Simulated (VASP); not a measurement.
Runs of VASP 6.6.1 on LiF. Symmetry: Fm-3m, No. 225, cubic system. Conventional cell: a = 3.990 Å, b = 3.990 Å, c = 3.990 Å, α = 90.00°, β = 90.00°, γ = 90.00°. Within 2.6 Å of Li (site symmetry m-3m) lie 6 F at 1.99 Å. F (site symmetry m-3m) has 6 Li at 1.99 Å within 2.6 Å. 

```csv
level,potentials or basis,k mesh,cutoff (eV),smearing,grid for exact exchange (PRECFOCK),share of exact exchange,screening parameter,gap on the mesh (eV),pressure (GPa)
PBE,"VASP PAW PBE potentials, release 64 (Li_sv, F)",6 × 6 × 6,750,gaussian 0.01 eV,-,-,-,9.34,3.7
PBE,"VASP PAW PBE potentials, release 64 (Li_sv, F)",10 × 10 × 10,750,fermi-dirac 0.02 eV,-,-,-,9.34,3.7
LDA,"VASP PAW LDA potentials, release 64 (Li_sv, F)",10 × 10 × 10,750,gaussian 0.01 eV,-,-,-,9.09,(a)
HSE06,"VASP PAW PBE potentials, release 64 (Li_sv, F)",8 × 8 × 8,650,gaussian 0.01 eV,Normal,0.25,0.2079 1/Å,11.66,0.4
```

Alike in all rows: task single point; no spin polarisation; cell as given.

**Question.** Fill in the values left out.

**Answer.** (a) -5.2.

Caveats: some runs use coarse meshes; the cell stands under pressure (at least some runs); the cell stands under tension (at least some runs); the PAW data sets were made with another functional, which shifts forces and pressure a little (at least some runs).

A k mesh can miss the band edges.
